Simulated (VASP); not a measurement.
Input of a VASP 6.6.1 run:

Contents of INCAR:

```
SYSTEM = ZrC
  PREC = Accurate
  ENCUT = 520
  EDIFF = 1E-7
  ISMEAR = -1
  SIGMA = 0.08
  LREAL = .False.
  LASPH = .True.
  NELM = 100
  ALGO = Normal
  ISIF = 2
  LWAVE = .False.
  LCHARG = .False.
  GGA = PS
  NBANDS = 24
```

Contents of KPOINTS:

```
Automatic mesh
0
Gamma
  4 7 7
  0 0 0
```

The input POSCAR:

```
ZrC
1.0
    0.0000000000      4.7300000000      4.7300000000
    2.3650000000      0.0000000000      2.3650000000
    2.3650000000      2.3650000000      0.0000000000
Zr C
2 2
Direct
    0.2512394292      0.4943989429      0.5030255814
    0.7481211416      0.5053488372      0.4973737844
    0.0031079281      0.0107672304     -0.0075139535
    0.5017485201     -0.0088496829      0.0044797040
```

Potentials or basis: VASP PAW PBE potentials, release 64 (Zr_sv, C).

Run with:

```sh
$ cat potpaw_PBE.64/Zr_sv/POTCAR potpaw_PBE.64/C/POTCAR > POTCAR
$ mpirun -np 1 vasp_std > vasp.out
```

**Question.** What does it give for the band gap on the k mesh?

**Answer.** Zero (band 16 reaches 10.22 eV, above the bottom of band 17 at 8.95 eV).

**Question.** Estimate the largest force.

**Answer.** 0.422 eV/Å.

Stress tensor (GPa, compression positive):
```
-8.11  0.31  0.30
 0.31 -8.02 -0.05
 0.30 -0.05 -7.93
```

Caveat: the PAW data sets were made with another functional, which shifts forces and pressure a little.
